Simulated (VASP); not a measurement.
# PtS2 (P-3m1) in VASP: further runs, part 2 of 2

VASP 6.6.1. Earlier steps stand in the parts before.

**5. Single point, r2SCAN+D3(BJ)**

Input file POSCAR:

```
PtS2
1.0
    3.5526240946      0.0000000000      0.0000000000
   -1.7763120473      3.0766627160      0.0000000000
    0.0000000000      0.0000000000      5.1228306135
Pt S
1 2
Direct
    0.0000000000      0.0000000000      0.0000000000
    0.3333333333      0.6666666667      0.2392542175
    0.6666666667      0.3333333333      0.7607457825
```

Input file INCAR.step1:

```
  PREC = Accurate
  ENCUT = 520
  ISMEAR = 0
  SIGMA = 0.01
  LREAL = F
  LASPH = T
  NELM = 80
  NBANDS = 18
  GGA = PE
  ALGO = Normal
  EDIFF = 1E-4
  LWAVE = T
  LCHARG = F
```

Input file INCAR.step2:

```
  PREC = Accurate
  ENCUT = 520
  EDIFF = 1E-6
  ISMEAR = 0
  SIGMA = 0.01
  LREAL = F
  LASPH = T
  NELM = 80
  ALGO = Normal
  ISIF = 2
  LWAVE = F
  LCHARG = F
  METAGGA = R2SCAN
  LMIXTAU = T
  IVDW = 12
  VDW_S6 = 1.0
  VDW_S8 = 0.78981345
  VDW_A1 = 0.49484001
  VDW_A2 = 5.73083694
  NBANDS = 18
  ISTART = 1
```

Input file KPOINTS:

```
Automatic mesh
0
Gamma
  6 6 4
```

Potentials or basis: VASP PAW PBE potentials, release 64 (Pt, S).

On the command line:

```
$ cat potpaw_PBE.64/Pt/POTCAR potpaw_PBE.64/S/POTCAR > POTCAR
$ cp INCAR.step1 INCAR
$ mpirun -np 1 vasp_std > vasp.out
$ cp INCAR.step2 INCAR
$ mpirun -np 1 vasp_std > vasp.out
```

OUTCAR:

```text
PREC = Accurate
   ENCUT = 520
   EDIFF = 1E-6
   ISMEAR = 0
   LREAL = F
   LASPH = T
   NELM = 80
   ISIF = 2
   METAGGA = R2SCAN
   IVDW = 12
   ISTART = 1
 IVDW          = 12

 ion  position               nearest neighbor table
   1  0.000  0.000  0.000-   2 2.39   3 2.39   2 2.39   3 2.39   3 2.39   2 2.39
   2  0.333  0.667  0.239-   1 2.39   1 2.39   1 2.39
   3  0.667  0.333  0.761-   1 2.39   1 2.39   1 2.39

  LATTYP: Found a hexagonal cell.
 ALAT       =     3.5526240946
 C/A-ratio  =     1.4419849883

  Lattice vectors:

 A1 = (   3.5526240946,   0.0000000000,   0.0000000000)
 A2 = (  -1.7763120473,   3.0766627160,   0.0000000000)
 A3 = (   0.0000000000,   0.0000000000,   5.1228306135)

Analysis of symmetry for initial positions (statically):
=====================================================================
 Subroutine PRICEL returns:
 Original cell was already a primitive cell.

 Routine SETGRP: Setting up the symmetry group for a
 hexagonal supercell.

 Subroutine GETGRP returns: Found 12 space group operations
 (whereof 12 operations were pure point group operations)
 out of a pool of 24 trial point group operations.

The static configuration has the point symmetry D_3d.

Analysis of symmetry for dynamics (positions and initial velocities):
=====================================================================
 Subroutine PRICEL returns:
 Original cell was already a primitive cell.

 Routine SETGRP: Setting up the symmetry group for a
 hexagonal supercell.

 Subroutine GETGRP returns: Found 12 space group operations
 (whereof 12 operations were pure point group operations)
 out of a pool of 24 trial point group operations.

The dynamic configuration has the point symmetry D_3d.

 Subroutine INISYM returns: Found 12 space group operations
 (whereof 12 operations are pure point group operations),
 and found     1 'primitive' translations

----------------------------------------------------------------------------------------

                                     Primitive cell

  volume of cell :      55.9937

  direct lattice vectors                    reciprocal lattice vectors
     3.552624095  0.000000000  0.000000000     0.281482074  0.162513751  0.000000000
    -1.776312047  3.076662716  0.000000000     0.000000000  0.325027503  0.000000000
     0.000000000  0.000000000  5.122830613     0.000000000  0.000000000  0.195204580

  length of vectors
     3.552624095  3.552624095  5.122830613     0.325027503  0.325027503  0.195204580

  position of ions in fractional coordinates (direct lattice)
     0.000000000  0.000000000  0.000000000
     0.333333333  0.666666667  0.239254217
     0.666666667  0.333333333  0.760745783

  ion indices of the primitive-cell ions
   primitive index   ion index
                 1           1
                 2           2
                 3           3

----------------------------------------------------------------------------------------

 KPOINTS: Automatic mesh

Automatic generation of k-mesh.
 Grid dimensions read from file:
 generate k-points for:    6    6    4

 Generating k-lattice:

  Cartesian coordinates                     Fractional coordinates (reciprocal lattice)
     0.046913679  0.027085625  0.000000000     0.166666667  0.000000000  0.000000000
     0.000000000  0.054171250  0.000000000     0.000000000  0.166666667  0.000000000
     0.000000000  0.000000000  0.048801145     0.000000000  0.000000000  0.250000000

  Length of vectors
     0.054171250  0.054171250  0.048801145

  Shift w.r.t. Gamma in fractional coordinates (k-lattice)
     0.000000000  0.000000000  0.000000000

 Subroutine IBZKPT returns following result:
 ===========================================

 Found     24 irreducible k-points:

 Following reciprocal coordinates:
            Coordinates               Weight
  0.000000  0.000000  0.000000      1.000000
  0.166667  0.000000  0.000000      6.000000
  0.333333 -0.000000  0.000000      6.000000
  0.500000  0.000000  0.000000      3.000000
  0.166667  0.166667  0.000000      6.000000
  0.333333  0.166667  0.000000     12.000000
[... 16 lines left out ...]
  0.333333  0.166667  0.500000     12.000000
  0.333333  0.333333  0.500000      2.000000
   k-points           NKPTS =     24   k-points in BZ     NKDIM =     24   number of bands    NBANDS=     18
   number of dos      NEDOS =    301   number of ions     NIONS =      3
   total plane-waves  NPLWV =  31360
   dimension x,y,z NGX =    28 NGY =   28 NGZ =   40
   dimension x,y,z NGXF=    56 NGYF=   56 NGZF=   80
   ions per type =               1   2
   NGX,Y,Z   is equivalent  to a cutoff of  13.10, 13.10, 12.98 a.u.
   NGXF,Y,Z  is equivalent  to a cutoff of  26.21, 26.21, 25.96 a.u.
 SYSTEM =  unknown system
   PREC   = accura    normal or accurate (medium, high low for compatibility)
   ISTART =      1    job   : 0-new  1-cont  2-samecut
   ICHARG =      0    charge: 1-file 2-atom 10-const
   ISPIN  =      1    spin polarized calculation?
   LNONCOLLINEAR =      F non collinear calculations
   LSORBIT =      F    spin-orbit coupling
   LASPH  =      T    aspherical Exc in radial PAW
   ENCUT  =  520.0 eV  38.22 Ry    6.18 a.u.   6.61  6.61  9.53*2*pi/ulx,y,z
   NELM   =     80;   NELMIN=  2; NELMDL=  0     # of ELM steps
   EDIFF  = 0.1E-05   stopping-criterion for ELM
   LREAL  =      F    real-space projection
   EDIFFG = 0.1E-04   stopping-criterion for IOM
   NSW    =      0    number of steps for IOM
   IBRION =     -1    ionic relax: 0-MD 1-quasi-New 2-CG
   NFREE  =      0    steps in history (QN), initial steepest desc. (CG)
   ISIF   =      2    stress and relaxation
   ISYM   =      2    0-nonsym 1-usesym 2-fastsym
   POTIM  = 0.5000    time-step for ionic-motion
   TEBEG  =    0.0;   TEEND  =   0.0 temperature during run
   PSTRESS=    0.0 pullay stress
   NELECT =      22.0000    total number of electrons
   NUPDOWN=      -1.0000    fix difference up-down
   EMIN   =  10.00;   EMAX   =-10.00  energy-range for DOS
   EFERMI =   0.00;   METHOD = LEGACY
   ISMEAR =     0;   SIGMA  =   0.01  broadening in eV -4-tet -1-fermi 0-gaus
   EFERMI_NEDOS =   21; number of points for ismear=-14 and -15
   IALGO  =     38    algorithm
   IMIX   =      4    mixing-type and parameters
     AMIX     =   0.40;   BMIX     =  1.00
     AMIX_MAG =   1.60;   BMIX_MAG =  1.00
  volume/ion in A,a.u.               =      18.66       125.95
  Fermi-wavevector in a.u.,A,eV,Ry     =   1.199046  2.265869 19.561265  1.437712
  Thomas-Fermi vector in A             =   2.334919
   LORBIT       =      0    0 simple, 1 ext, 2 COOP (PROOUT), +10 PAW based schemes
   METAGGA = R2SCAN    functional components
   LHFCALC =     F    Hartree Fock is set to
   AEXX    =    0.0000 exact exchange contribution
   IVDW    =    12    specifies the selected vdW correction
   LEPSILON=     F    determine dielectric tensor
   LRPA    =     F    only Hartree local field effects (RPA)
 non-spin polarized calculation
 Gauss-broadening in eV      SIGMA  =   0.01
  energy-cutoff  :      520.00
  volume of cell :       55.99
 maximum number of plane-waves:      1536
 NGX is ok and might be reduce to    28
   NGX = 13   NGY = 13   NGZ = 19

 number of electron      21.9999996 magnetization

 Free energy of the ion-electron system (eV)
  ---------------------------------------------------
  ext. energy  EPLUGINS =         0.00000000
  ---------------------------------------------------
  free energy    TOTEN  =       -68.84940034 eV

  energy without entropy =      -68.84940034  energy(sigma->0) =      -68.84940034

 E-fermi :   6.2857     XC(G=0): -11.2136

 val. band max:        6.2174111853   @ k =   0.0000   0.0000   0.0000
 cond. band min:       7.2017148445   @ k =   0.0000   0.3333   0.2500
 fundamental gap:      0.9843036592
 Fermi energy:         6.2857475378

 k-point     1 :       0.0000    0.0000    0.0000
  band No.  band energies     occupation
      1      -9.5488      2.00000
      2      -6.6377      2.00000
      3      -0.8227      2.00000
      4      -0.4829      2.00000
      5      -0.4829      2.00000
      6       2.3173      2.00000
[... 10 lines left out ...]
     17      14.7852      0.00000
     18      19.3156      0.00000
[... 463 lines left out ...]
 k-point    24 :       0.3333    0.3333    0.5000
  band No.  band energies     occupation
      1      -7.3626      2.00000
      2      -7.3626      2.00000
      3      -0.1823      2.00000
      4      -0.1823      2.00000
      5      -0.0751      2.00000
      6       1.8337      2.00000
[... 10 lines left out ...]
     17      14.7257      0.00000
     18      17.4995      0.00000

------------------------ aborting loop because EDIFF is reached ----------------------------------------

 Edisp (eV)   -0.58718

 E8    (eV) :    -0.1803

  FORCE on cell =-STRESS in cart. coord.  units (eV):
  Direction    XX          YY          ZZ          XY          YZ          ZX
  --------------------------------------------------------------------------------------
  -------------------------------------------------------------------------------------
  Total      -0.17299    -0.17299    -0.16310     0.00000     0.00000     0.00000
  in kB      -4.95000    -4.95000    -4.66691     0.00000     0.00000     0.00000
  external pressure =       -4.86 kB  Pullay stress =        0.00 kB

 VOLUME and BASIS-vectors are now :
 -----------------------------------------------------------------------------
  energy-cutoff  :      520.00
  volume of cell :       55.99
      direct lattice vectors                 reciprocal lattice vectors
     3.552624095  0.000000000  0.000000000     0.281482074  0.162513751  0.000000000
    -1.776312047  3.076662716  0.000000000     0.000000000  0.325027503  0.000000000
     0.000000000  0.000000000  5.122830613     0.000000000  0.000000000  0.195204580

 POSITION                                       TOTAL-FORCE (eV/Angst)
 -----------------------------------------------------------------------------------
      0.00000      0.00000      0.00000         0.000000      0.000000     -0.000000
     -0.00000      2.05111      1.22566        -0.000000     -0.000000     -0.042920
      1.77631      1.02555      3.89717        -0.000000      0.000000      0.042920
 -----------------------------------------------------------------------------------
    total drift:                                0.000000     -0.000000     -0.000000

  FREE ENERGIE OF THE ION-ELECTRON SYSTEM (eV)
  ---------------------------------------------------
  free  energy   TOTEN  =       -69.4365838534 eV

  energy  without entropy=      -69.4365838534  energy(sigma->0) =      -69.43658385
```

Run time: 44 s. Hardware: 1 thread of Intel Xeon 6975P-C (Granite Rapids), shared host; peak memory 0.19 GiB.

What came out:

```
Free energy                : -69.4366 eV
Pressure                   : -0.5 GPa
Largest force              : 0.043 eV/Å
Band gap on the k mesh     : 0.98 eV, indirect (least direct gap 1.59 eV)
Dispersion energy per atom : -0.196 eV
```

Forces on the atoms (eV/Å):
```
Pt   0.000  0.000  0.000
S    0.000  0.000 -0.043
S    0.000  0.000  0.043
```

Caveat: the PAW data sets were made with another functional, which shifts forces and pressure a little; spin-orbit coupling is left out, which moves the levels of the heavy elements. A k mesh can miss the band edges.

**6. Single point, r2SCAN**

POSCAR is that of step 5.

Input file INCAR.step1:

```
SYSTEM = PtS2
PREC = Accurate
ENCUT = 520
ISMEAR = 1
SIGMA = 0.001
LREAL = .FALSE.
LASPH = .TRUE.
NELM = 60
NBANDS = 18
GGA = PE
ALGO = Normal
EDIFF = 1E-4
LWAVE = .TRUE.
LCHARG = .FALSE.
```

Input file INCAR.step2:

```
SYSTEM = PtS2
PREC = Accurate
ENCUT = 520
EDIFF = 1E-6
ISMEAR = 1
SIGMA = 0.001
LREAL = .FALSE.
LASPH = .TRUE.
NELM = 60
ALGO = Normal
ISIF = 2
LWAVE = .FALSE.
LCHARG = .FALSE.
METAGGA = R2SCAN
LMIXTAU = .TRUE.
NBANDS = 18
ISTART = 1
```

Input file KPOINTS:

```
regular mesh
0
G
  6 6 4
  0 0 0
```

Potentials or basis: VASP PAW PBE potentials, release 64 (Pt, S).

On the command line:

```
$ cat potpaw_PBE.64/Pt/POTCAR potpaw_PBE.64/S/POTCAR > POTCAR
$ cp INCAR.step1 INCAR
$ mpirun -np 1 vasp_std > vasp.out
$ cp INCAR.step2 INCAR
$ mpirun -np 1 vasp_std > vasp.out
```

It took 45 s on 1 thread of Intel Xeon 6975P-C (Granite Rapids), shared host; peak memory 0.18 GiB.

It converged, with:

```yaml
Free_energy: -68.8494 eV
Pressure: 1.2 GPa
Largest_force: 0.048 eV/Å
Band_gap_on_the_k_mesh: 0.98 eV, indirect (least direct gap 1.59 eV)
```

Forces on the atoms (eV/Å):
```
Pt   0.000  0.000  0.000
S    0.000  0.000 -0.048
S    0.000  0.000  0.048
```

Stress tensor (GPa, compression positive):
```
1.22 0.00 0.00
0.00 1.22 0.00
0.00 0.00 1.30
```

Levels at points of the mesh, in eV from the valence-band top:
| k point | band 7 | band 8 | band 9 | band 10 | band 11 | band 12 | band 13 | band 14 | band 15 | band 16 |
| --- | --- | --- | --- | --- | --- | --- | --- | --- | --- | --- |
| (0.00, 0.00, 0.00) | -3.90 | -2.08 | -1.07 | -1.07 | 0.00 | 2.29 | 2.29 | 5.22 | 6.04 | 8.57 |
| (0.50, 0.00, 0.00) | -3.24 | -3.21 | -3.20 | -3.08 | -2.48 | 1.73 | 2.75 | 5.81 | 6.98 | 8.63 |
| (0.00, 0.00, 0.50) | -3.92 | -2.63 | -1.31 | -1.31 | -1.11 | 2.82 | 2.82 | 6.05 | 7.64 | 8.24 |
| (0.50, 0.00, 0.50) | -3.22 | -3.22 | -2.80 | -2.80 | -1.46 | 1.91 | 2.42 | 5.48 | 5.92 | 8.14 |

Caveat: the PAW data sets were made with another functional, which shifts forces and pressure a little; spin-orbit coupling is left out, which moves the levels of the heavy elements.

**7. Overview**

```csv
level,potentials or basis,smearing,gap on the mesh (eV),pressure (GPa),largest force (eV/Å)
LDA,"VASP PAW LDA potentials, release 64 (Pt, S)",gaussian 0.01 eV,0.74,-4.0,0.34
r2SCAN,"VASP PAW PBE potentials, release 64 (Pt, S)",gaussian 0.01 eV,0.98,1.2,0.05
r2SCAN,"VASP PAW PBE potentials, release 64 (Pt, S)",fermi-dirac 0.001 eV,0.98,1.2,0.05
r2SCAN+D3(BJ),"VASP PAW PBE potentials, release 64 (Pt, S)",gaussian 0.01 eV,0.98,-0.5,0.04
r2SCAN,"VASP PAW PBE potentials, release 64 (Pt, S)",methfessel-paxton 0.001 eV,0.98,1.2,0.05
```

Alike in all rows: task single point; no spin polarisation; cell as given; k mesh 6 × 6 × 4; cutoff (eV) 520.

Caveats: spin-orbit coupling is left out, which moves the levels of the heavy elements; the PAW data sets were made with another functional, which shifts forces and pressure a little (some runs).

Absolute energies hang on the potentials; compare differences alone.
